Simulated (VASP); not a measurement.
## NaWN2: relaxation of cell and atoms with PBE

The system is NaWN2.

```
Na W N
1.0
     4.05900    0.00000    0.00000
     0.00000    4.05900    0.00000
     0.00000    0.00000    3.12642
Na W N
1 1 2
Direct
  0.50000 0.50000 0.50000
  0.00000 0.00000 0.00000
  0.50000 0.00000 0.00000
  0.00000 0.50000 0.00000
```

```
Program                : VASP 6.6.1
Task                   : relaxation of cell and atoms
Functional             : PBE
Potentials or basis    : VASP PAW PBE potentials, release 64 (Na_pv, W_sv, N)
Cutoff                 : 600 eV
k mesh                 : 4 × 4 × 6
Occupations            : gaussian, width 0.1 eV
Spin                   : no spin polarisation
Dipole correction      : no
Further INCAR settings : ALGO = Normal; EDIFF = 1e-06; IBRION = 2; EDIFFG = -0.04; NSW = 90; ISIF = 3
```

The relaxed volume is 12.51 Å³/atom and the relaxed cell is a = 3.959 Å, b = 3.959 Å, c = 3.194 Å, α = 90.00°, β = 90.00°, γ = 90.00°. The space group after relaxing (to 0.05 Å) is P4/mmm (No. 123). The energy gained by relaxing is 33.5 meV/atom. The ionic steps are 7 and the pressure after relaxing is 0.2 GPa.

Stress tensor (GPa, compression positive):
```
 0.44  0.00  0.00
 0.00  0.44  0.00
 0.00  0.00 -0.14
```

The path:
| step | energy change (eV) | largest force (eV/Å) | pressure (GPa) | volume (Å³) |
| --- | --- | --- | --- | --- |
| 1 | 0.0000 | 0.0000 | -10.10 | 51.51 |
| 2 | 0.2703 | 0.0000 | 26.17 | 45.62 |
| 3 | -0.1270 | 0.0000 | 0.47 | 49.29 |
| 4 | -0.1271 | 0.0000 | 0.89 | 49.22 |
| 5 | -0.1271 | 0.0000 | 1.15 | 49.17 |
| 6 | -0.1322 | 0.0000 | 0.72 | 49.57 |
| 7 | -0.1339 | 0.0000 | 0.25 | 50.05 |

Final structure:
```
Na W N
1.0
     3.95870    0.00000    0.00000
     0.00000    3.95870    0.00000
     0.00000    0.00000    3.19382
Na W N
1 1 2
Direct
  0.50000 0.50000 0.50000
  0.00000 0.00000 0.00000
  0.50000 0.00000 0.00000
  0.00000 0.50000 0.00000
```

Levels at points of the mesh, in eV from the Fermi level:
```tsv
k point	band 13	band 14	band 15	band 16	band 17	band 18	band 19
(0.00, 0.00, 0.00)	-0.91	-0.07	-0.07	0.07	0.10	1.21	1.21
(0.50, 0.00, 0.00)	-2.34	-2.02	-1.41	-0.46	1.26	4.21	4.74
(0.50, 0.50, 0.00)	-2.58	-2.35	-2.35	0.81	4.75	4.75	5.03
(0.00, 0.00, 0.50)	-1.67	-0.77	-0.77	0.07	0.07	0.41	3.57
(0.50, 0.00, 0.50)	-2.91	-1.43	-1.01	-0.70	3.77	3.83	4.30
(0.50, 0.50, 0.50)	-4.54	-4.54	1.00	3.08	3.89	3.89	4.26
```

Run time: 92 s on 1 thread of Intel(R) Xeon(R) Platinum 8375C CPU @ 2.90GHz (Ice Lake) (shared host), peak memory 0.2 GiB.

Caveat: the k points lie up to 0.40 Å⁻¹ apart in the final cell; spin-orbit coupling is left out, which moves the levels of the heavy elements.
